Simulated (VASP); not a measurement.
# LiNbO3 (R3c) in VASP: notebook

The runs below take LiNbO3 through single point, relaxation of cell and atoms, with r2SCAN.

Everything below comes from runs of VASP 6.6.1. Logs are shortened: lines on timing, memory, paths and dates and some standing lists are left out, and cuts for length are marked.

**1. The cell of the first run**

It takes space group R3c (No. 161, trigonal). Conventional cell: a = 5.137 Å, b = 5.137 Å, c = 13.885 Å, α = 90.00°, β = 90.00°, γ = 120.00°. Li (site symmetry 3) has 6 O at 2.05 to 2.24 Å within 2.7 Å. Nb (site symmetry 3) has 6 O at 1.88 to 2.14 Å within 2.5 Å. O (site symmetry 1) has 2 Nb at 1.88 to 2.14 Å and 2 Li at 2.05 to 2.24 Å within 2.5 Å.

**2. Single point, r2SCAN**

POSCAR reads:

```
LiNbO3
1.0
    2.5687220105      1.4830523442      4.6284127052
   -2.5687220105      1.4830523442      4.6284127052
    0.0000000000     -2.9661046884      4.6284127052
Li Nb O
2 2 6
Direct
    0.3020348918      0.3020348918      0.3020348918
    0.8020348918      0.8020348918      0.8020348918
    0.0200092637      0.0200092637      0.0200092637
    0.5200092637      0.5200092637      0.5200092637
    0.1278289505      0.3818497815      0.7394771124
    0.7394771124      0.1278289505      0.3818497815
    0.3818497815      0.7394771124      0.1278289505
    0.2394771124      0.8818497815      0.6278289505
    0.8818497815      0.6278289505      0.2394771124
    0.6278289505      0.2394771124      0.8818497815
```

INCAR.step1 reads:

```
SYSTEM = LiNbO3
PREC = Accurate
ENCUT = 520
ISMEAR = 0
SIGMA = 0.01
LREAL = .FALSE.
LASPH = .TRUE.
NELM = 80
NBANDS = 45
GGA = PE
ALGO = Normal
EDIFF = 1E-4
LWAVE = .TRUE.
LCHARG = .FALSE.
```

INCAR.step2 reads:

```
SYSTEM = LiNbO3
PREC = Accurate
ENCUT = 520
EDIFF = 1E-7
ISMEAR = 0
SIGMA = 0.01
LREAL = .FALSE.
LASPH = .TRUE.
NELM = 80
ALGO = Normal
ISIF = 2
LWAVE = .FALSE.
LCHARG = .TRUE.
METAGGA = R2SCAN
LMIXTAU = .TRUE.
LELF = .TRUE.
LVHAR = .TRUE.
NBANDS = 45
ISTART = 1
```

KPOINTS reads:

```
regular mesh
0
G
  4 4 4
  0 0 0
```

Potentials or basis: VASP PAW PBE potentials, release 64 (Li_sv, Nb_sv, O).

Launch:

```sh
cat potpaw_PBE.64/Li_sv/POTCAR potpaw_PBE.64/Nb_sv/POTCAR potpaw_PBE.64/O/POTCAR > POTCAR
cp INCAR.step1 INCAR
mpirun -np 1 vasp_std > vasp.out
cp INCAR.step2 INCAR
mpirun -np 1 vasp_std > vasp.out
```

OUTCAR:

```text
SYSTEM = LiNbO3
   PREC = Accurate
   ENCUT = 520
   EDIFF = 1E-7
   ISMEAR = 0
   LREAL = .FALSE.
   LASPH = .TRUE.
   NELM = 80
   ISIF = 2
   METAGGA = R2SCAN
   ISTART = 1

 ion  position               nearest neighbor table
   1  0.302  0.302  0.302-   8 2.05  10 2.05   9 2.05   5 2.24   7 2.24   6 2.24
   2  0.802  0.802  0.802-   7 2.05   6 2.05   5 2.05   9 2.24   8 2.24  10 2.24
   3  0.020  0.020  0.020-   5 1.88   6 1.88   7 1.88   9 2.14   8 2.14  10 2.14
   4  0.520  0.520  0.520-   9 1.88  10 1.88   8 1.88   5 2.14   7 2.14   6 2.14
   5  0.128  0.382  0.739-   3 1.88   2 2.05   4 2.14   1 2.24
   6  0.739  0.128  0.382-   3 1.88   2 2.05   4 2.14   1 2.24
   7  0.382  0.739  0.128-   3 1.88   2 2.05   4 2.14   1 2.24
   8  0.239  0.882  0.628-   4 1.88   1 2.05   3 2.14   2 2.24
   9  0.882  0.628  0.239-   4 1.88   1 2.05   3 2.14   2 2.24
  10  0.628  0.239  0.882-   4 1.88   1 2.05   3 2.14   2 2.24

  LATTYP: Found a trigonal (rhomboedric) cell.
 ALAT       =     5.4972703401
 COS(alpha) =     0.5633132446

  Lattice vectors:

 A1 = (   2.5687220105,   1.4830523442,   4.6284127052)
 A2 = (  -2.5687220105,   1.4830523442,   4.6284127052)
 A3 = (   0.0000000000,  -2.9661046884,   4.6284127052)

Analysis of symmetry for initial positions (statically):
=====================================================================
 Subroutine PRICEL returns:
 Original cell was already a primitive cell.

 Routine SETGRP: Setting up the symmetry group for a
 trigonal (rhombohedral) supercell.

 Subroutine GETGRP returns: Found  6 space group operations
 (whereof  3 operations were pure point group operations)
 out of a pool of 12 trial point group operations.

The static configuration has the point symmetry C_3 .
 The point group associated with its full space group is C_3v.

Analysis of symmetry for dynamics (positions and initial velocities):
=====================================================================
 Subroutine PRICEL returns:
 Original cell was already a primitive cell.

 Routine SETGRP: Setting up the symmetry group for a
 trigonal (rhombohedral) supercell.

 Subroutine GETGRP returns: Found  6 space group operations
 (whereof  3 operations were pure point group operations)
 out of a pool of 12 trial point group operations.

The dynamic configuration has the point symmetry C_3 .
 The point group associated with its full space group is C_3v.

 Subroutine INISYM returns: Found  6 space group operations
 (whereof  3 operations are pure point group operations),
 and found     1 'primitive' translations

----------------------------------------------------------------------------------------

                                     Primitive cell

  volume of cell :     105.7930

  direct lattice vectors                    reciprocal lattice vectors
     2.568722011  1.483052344  4.628412705     0.194649323  0.112380839  0.072018931
    -2.568722011  1.483052344  4.628412705    -0.194649323  0.112380839  0.072018931
     0.000000000 -2.966104688  4.628412705     0.000000000 -0.224761678  0.072018931

  length of vectors
     5.497270340  5.497270340  5.497270340     0.236018089  0.236018089  0.236018089

  position of ions in fractional coordinates (direct lattice)
     0.302034892  0.302034892  0.302034892
     0.802034892  0.802034892  0.802034892
     0.020009264  0.020009264  0.020009264
     0.520009264  0.520009264  0.520009264
     0.127828951  0.381849782  0.739477112
     0.739477112  0.127828951  0.381849782
     0.381849782  0.739477112  0.127828951
     0.239477112  0.881849782  0.627828951
     0.881849782  0.627828951  0.239477112
     0.627828951  0.239477112  0.881849782

  ion indices of the primitive-cell ions
   primitive index   ion index
                 1           1
                 2           2
                 3           3
                 4           4
                 5           5
                 6           6
                 7           7
                 8           8
                 9           9
                10          10

----------------------------------------------------------------------------------------

 KPOINTS: regular mesh

Automatic generation of k-mesh.
 Grid dimensions read from file:
 generate k-points for:    4    4    4

 Generating k-lattice:

  Cartesian coordinates                     Fractional coordinates (reciprocal lattice)
     0.048662331  0.028095210  0.018004733     0.250000000 -0.000000000  0.000000000
    -0.048662331  0.028095210  0.018004733    -0.000000000  0.250000000  0.000000000
     0.000000000 -0.056190419  0.018004733     0.000000000  0.000000000  0.250000000

  Length of vectors
     0.059004522  0.059004522  0.059004522

  Shift w.r.t. Gamma in fractional coordinates (k-lattice)
     0.000000000  0.000000000  0.000000000

 Subroutine IBZKPT returns following result:
 ===========================================

 Found     13 irreducible k-points:

 Following reciprocal coordinates:
            Coordinates               Weight
  0.000000  0.000000  0.000000      1.000000
  0.250000 -0.000000 -0.000000      6.000000
  0.500000 -0.000000 -0.000000      3.000000
  0.250000  0.250000 -0.000000      6.000000
  0.500000  0.250000 -0.000000     12.000000
 -0.250000  0.250000  0.000000      6.000000
  0.500000  0.500000 -0.000000      3.000000
  0.250000  0.250000  0.250000      2.000000
  0.500000  0.250000  0.250000      6.000000
 -0.250000  0.250000  0.250000      6.000000
  0.500000  0.500000  0.250000      6.000000
 -0.250000  0.500000  0.250000      6.000000
  0.500000  0.500000  0.500000      1.000000
   k-points           NKPTS =     13   k-points in BZ     NKDIM =     13   number of bands    NBANDS=     45
   number of dos      NEDOS =    301   number of ions     NIONS =     10
   total plane-waves  NPLWV =  74088
   dimension x,y,z NGX =    42 NGY =   42 NGZ =   42
   dimension x,y,z NGXF=    84 NGYF=   84 NGZF=   84
   ions per type =               2   2   6
   NGX,Y,Z   is equivalent  to a cutoff of  12.70, 12.70, 12.70 a.u.
   NGXF,Y,Z  is equivalent  to a cutoff of  25.40, 25.40, 25.40 a.u.
 SYSTEM =  LiNbO3
   PREC   = accura    normal or accurate (medium, high low for compatibility)
   ISTART =      1    job   : 0-new  1-cont  2-samecut
   ICHARG =      0    charge: 1-file 2-atom 10-const
   ISPIN  =      1    spin polarized calculation?
   LNONCOLLINEAR =      F non collinear calculations
   LSORBIT =      F    spin-orbit coupling
   LASPH  =      T    aspherical Exc in radial PAW
   ENCUT  =  520.0 eV  38.22 Ry    6.18 a.u.  10.22 10.22 10.22*2*pi/ulx,y,z
   NELM   =     80;   NELMIN=  2; NELMDL=  0     # of ELM steps
   EDIFF  = 0.1E-06   stopping-criterion for ELM
   LREAL  =      F    real-space projection
   EDIFFG = 0.1E-05   stopping-criterion for IOM
   NSW    =      0    number of steps for IOM
   IBRION =     -1    ionic relax: 0-MD 1-quasi-New 2-CG
   NFREE  =      0    steps in history (QN), initial steepest desc. (CG)
   ISIF   =      2    stress and relaxation
   ISYM   =      2    0-nonsym 1-usesym 2-fastsym
   POTIM  = 0.5000    time-step for ionic-motion
   TEBEG  =    0.0;   TEEND  =   0.0 temperature during run
   PSTRESS=    0.0 pullay stress
   NELECT =      68.0000    total number of electrons
   NUPDOWN=      -1.0000    fix difference up-down
   EMIN   =  10.00;   EMAX   =-10.00  energy-range for DOS
   EFERMI =   0.00;   METHOD = LEGACY
   ISMEAR =     0;   SIGMA  =   0.01  broadening in eV -4-tet -1-fermi 0-gaus
   EFERMI_NEDOS =   21; number of points for ismear=-14 and -15
   IALGO  =     38    algorithm
   IMIX   =      4    mixing-type and parameters
     AMIX     =   0.40;   BMIX     =  1.00
     AMIX_MAG =   1.60;   BMIX_MAG =  1.00
  volume/ion in A,a.u.               =      10.58        71.39
  Fermi-wavevector in a.u.,A,eV,Ry     =   1.412837  2.669875 27.158716  1.996109
  Thomas-Fermi vector in A             =   2.534545
   LORBIT       =      0    0 simple, 1 ext, 2 COOP (PROOUT), +10 PAW based schemes
   METAGGA = R2SCAN    functional components
   LHFCALC =     F    Hartree Fock is set to
   AEXX    =    0.0000 exact exchange contribution
   IVDW    =     0    specifies the selected vdW correction
   LEPSILON=     F    determine dielectric tensor
   LRPA    =     F    only Hartree local field effects (RPA)
 non-spin polarized calculation
 Gauss-broadening in eV      SIGMA  =   0.01
  energy-cutoff  :      520.00
  volume of cell :      105.79
 maximum number of plane-waves:      2892
 NGX is ok and might be reduce to    42
   NGX = 21   NGY = 21   NGZ = 21

 number of electron      68.0000014 magnetization

 Free energy of the ion-electron system (eV)
  ---------------------------------------------------
  ext. energy  EPLUGINS =         0.00000000
  ---------------------------------------------------
  free energy    TOTEN  =      -118.64781877 eV

  energy without entropy =     -118.64781877  energy(sigma->0) =     -118.64781877

 E-fermi :   3.3759     XC(G=0): -11.5105

 val. band max:        3.1876356425   @ k =   0.0000   0.0000   0.0000
 cond. band min:       7.2132790431   @ k =   0.5000   0.2500  -0.0000
 fundamental gap:      4.0256434005
 Fermi energy:         3.3759476634

 k-point     1 :       0.0000    0.0000    0.0000
  band No.  band energies     occupation
      1     -52.6747      2.00000
      2     -52.6576      2.00000
      3     -40.6058      2.00000
      4     -40.6032      2.00000
      5     -28.2626      2.00000
      6     -28.2626      2.00000
[... 37 lines left out ...]
     44      13.7124      0.00000
     45      13.7124      0.00000

 k-point     2 :       0.2500   -0.0000   -0.0000
  band No.  band energies     occupation
      1     -52.6721      2.00000
      2     -52.6601      2.00000
      3     -40.6055      2.00000
      4     -40.6036      2.00000
      5     -28.2410      2.00000
      6     -28.2378      2.00000
[... 520 lines left out ...]
 k-point    13 :       0.5000    0.5000    0.5000
  band No.  band energies     occupation
      1     -52.6661      2.00000
      2     -52.6661      2.00000
      3     -40.6046      2.00000
      4     -40.6046      2.00000
      5     -28.1752      2.00000
      6     -28.1752      2.00000
[... 37 lines left out ...]
     44      12.3298      0.00000
     45      13.2285      0.00000

------------------------ aborting loop because EDIFF is reached ----------------------------------------

  FORCE on cell =-STRESS in cart. coord.  units (eV):
  Direction    XX          YY          ZZ          XY          YZ          ZX
  --------------------------------------------------------------------------------------
  -------------------------------------------------------------------------------------
  Total       -0.1044704     -0.1044704     -0.0995187      0.0000000      0.0000000      0.0000000
  in kB       -1.5821478     -1.5821478     -1.5071569      0.0000000      0.0000000      0.0000000
  external PRESSURE =      -1.5571508 kB  Pullay stress =       0.0000000 kB

 VOLUME and BASIS-vectors are now :
 -----------------------------------------------------------------------------
  energy-cutoff  :      520.00
  volume of cell :      105.79
      direct lattice vectors                 reciprocal lattice vectors
     2.568722011  1.483052344  4.628412705     0.194649323  0.112380839  0.072018931
    -2.568722011  1.483052344  4.628412705    -0.194649323  0.112380839  0.072018931
     0.000000000 -2.966104688  4.628412705     0.000000000 -0.224761678  0.072018931

 POSITION                                       TOTAL-FORCE (eV/Angst)
 -----------------------------------------------------------------------------------
      0.00000      0.00000      4.19383        -0.000000      0.000000      0.053326
      0.00000      0.00000     11.13645        -0.000000      0.000000      0.053326
      0.00000      0.00000      0.27783        -0.000000      0.000000     -0.040319
      0.00000      0.00000      7.22045        -0.000000      0.000000     -0.040319
     -0.65251     -1.43749      5.78161        -0.011122      0.014806     -0.004336
      1.57115      0.15365      5.78161        -0.007262     -0.017035     -0.004336
     -0.91865      1.28383      5.78161         0.018383      0.002229     -0.004336
     -1.65008     -0.19922      8.09582        -0.018383      0.002229     -0.004336
      0.65251      1.52862      8.09582         0.011122      0.014806     -0.004336
      0.99757     -1.32940      8.09582         0.007262     -0.017035     -0.004336
 -----------------------------------------------------------------------------------
    total drift:                               -0.000000      0.000001      0.103187

  FREE ENERGIE OF THE ION-ELECTRON SYSTEM (eV)
  ---------------------------------------------------
  free  energy   TOTEN  =      -118.6478187680 eV

  energy  without entropy=     -118.6478187680  energy(sigma->0) =     -118.64781877
```

Wall time 4 min (1 thread of AMD EPYC 9R45 (Zen 5), shared host); peak memory 0.28 GiB.

Results:

```
Free energy            : -118.6478 eV
Largest force          : 0.053 eV/Å
Band gap on the k mesh : 4.03 eV (least direct gap 4.06 eV)
```

Forces on the atoms (eV/Å):
```
Li   0.000  0.000  0.053
Li   0.000  0.000  0.053
Nb   0.000  0.000 -0.040
Nb   0.000  0.000 -0.040
O   -0.011  0.015 -0.004
O   -0.007 -0.017 -0.004
O    0.018  0.002 -0.004
O   -0.018  0.002 -0.004
O    0.011  0.015 -0.004
O    0.007 -0.017 -0.004
```

Levels at points of the mesh, in eV from the valence-band top:
```
           k point  band 32  band 33  band 34  band 35  band 36  band 37
(0.00, 0.00, 0.00)    -0.50     0.00     0.00     4.06     4.06     4.52
(0.50, 0.00, 0.00)    -0.28    -0.19    -0.19     4.31     4.31     5.17
(0.50, 0.50, 0.00)    -0.66    -0.47    -0.19     4.14     4.58     5.04
(0.50, 0.50, 0.50)    -0.30    -0.30    -0.30     5.10     5.10     5.29
```

Caveat: the cutoff is under 1.25 times the usual one of these potentials, so pressure, stress and relaxed cells hold a basis-set (Pulay) error; the PAW data sets were made with another functional, which shifts forces and pressure a little.

(Continued in part 2 of 2.)
